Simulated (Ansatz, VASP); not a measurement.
## Ti3Al in VASP and in Ansatz

```xyz
8
Lattice="4.0530 -0.0011 0.0002 -0.0011 4.0496 -0.0001 0.0004 -0.0001 8.1044" Properties=species:S:1:pos:R:3 pbc="T T T"
Ti   -0.0004    2.0239    4.0515
Ti    0.0003    2.0250    8.1040
Ti   -0.0001    0.0003    2.0268
Ti    0.0007   -0.0002    6.0793
Ti    2.0253    4.0491    4.0520
Ti    2.0266   -0.0002    0.0000
Al    2.0260    2.0244    2.0257
Al    2.0257    2.0238    6.0783
```

Change from the starting cell: cell x2, atoms moved at random (sigma 0.1 Å) and cell strained at random (1.5 %), then relaxed without symmetry.

Alike in both runs: functional PBE; k mesh 6 × 6 × 4; occupations gaussian, width 0.2 eV; no spin polarisation.

Ansatz relaxed the structure, and its values are those at the end. VASP's run is a single point on that final structure, the one shown.

|  | VASP | Ansatz |
| --- | --- | --- |
| version | VASP 6.6.1 | Ansatz 0.2.0 |
| potentials or method | VASP PAW PBE potentials, release 64 (Ti_sv, Al), cutoff 520 eV | scalar-relativistic, plane waves, PAW |
| valence electrons in the cell | 78 | 78 |

|  | VASP | Ansatz | Ansatz less VASP |
| --- | --- | --- | --- |
| gap on the k mesh at the Fermi level (eV) | none | none | - |
| pressure (GPa) | 0.0 | 0.1 | +0.10 |
| rms of the force components (eV/Å) | 0.003 | 0.003 | 0.0000 |

A gap of «none» marks a metal or a gap that the smearing closes.
